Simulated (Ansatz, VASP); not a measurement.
MgO: VASP beside Ansatz

File INCAR:

```
  PREC = Accurate
  ENCUT = 520
  EDIFF = 1E-6
  ISMEAR = 0
  SIGMA = 0.05
  LREAL = False
  LASPH = True
  NELM = 60
  ALGO = Normal
  ISIF = 2
  LWAVE = False
  LCHARG = False
  GGA = PE
  NBANDS = 16
```

File KPOINTS:

```
regular mesh
0
Gamma
  9 9 6
```

The input POSCAR:

```
MgO
1.0
    3.3152854007      0.0000000000      0.0000000000
   -1.6576427004      2.8711213778      0.0000000000
    0.0000000000      0.0000000000      5.1215474231
Mg O
2 2
Direct
    0.3238101910      0.6926843755      0.0063188067
    0.6761898090      0.3073156245      0.5063188067
    0.3421322167      0.6426276703      0.3982811933
    0.6578677833      0.3573723297      0.8982811933
```

Input for Ansatz:

```yaml
crystal:
  lattice:
    - [3.3152854007, 0.0, 0.0]
    - [-1.6576427004, 2.8711213778, 0.0]
    - [0.0, 0.0, 5.1215474231]
  atoms:
    - { symbol: Mg, position: [0.323810191, 0.6926843755, 0.0063188067] }
    - { symbol: Mg, position: [0.676189809, 0.3073156245, 0.5063188067] }
    - { symbol: O, position: [0.3421322167, 0.6426276703, 0.3982811933] }
    - { symbol: O, position: [0.6578677833, 0.3573723297, 0.8982811933] }
basis:
  ecutwfc: 520.0
kpoints:
  mp_grid: { grid: [9, 9, 6] }
hamiltonian:
  xc: pbe
  pseudopotentials: { kind: paw, azcp: { folder: soft_1 } }
scf:
  occupations: { method: gaussian, width: 0.05 }
output:
  forces: true
  stress: true
  eigenvalues: true
```

Change from the starting cell: mode 4 frozen in at -0.075 Å and mode 5 at +0.075 Å (largest displacements).

Alike in both runs: task single point; functional PBE; k mesh 9 × 9 × 6; occupations gaussian, width 0.05 eV; no spin polarisation.

|  | VASP | Ansatz |
| --- | --- | --- |
| version | VASP 6.6.1 | Ansatz 0.2.0 |
| potentials or method | VASP PAW PBE potentials, release 64 (Mg, O), cutoff 520 eV | scalar-relativistic, plane waves, PAW |
| valence electrons in the cell | 16 | 32 |

Ansatz gave:

| Property | Result |
| --- | --- |
| gap on the k mesh at the Fermi level (eV) | 3.34 |
| least direct gap on the mesh (eV) | 3.34 |
| pressure (GPa) | -0.2 |
| traceless stress, the component that is largest in VASP (GPa) | 0.31 |
| rms of the force components (eV/Å) | 0.154 |

Task: Estimate VASP's values.

Result: gap on the k mesh at the Fermi level (eV): 3.32; least direct gap on the mesh (eV): 3.32; pressure (GPa): -0.6; traceless stress, the component that is largest in VASP (GPa): 0.31; rms of the force components (eV/Å): 0.156.

Atom by atom the forces differ by 0.002 eV/Å (rms over components). With one functional, cell and mesh, what is left measures potentials, basis and numerics. VASP's potentials hold 16 valence electrons a cell and Ansatz's 32, so a difference there can come from the potentials and not from the codes.
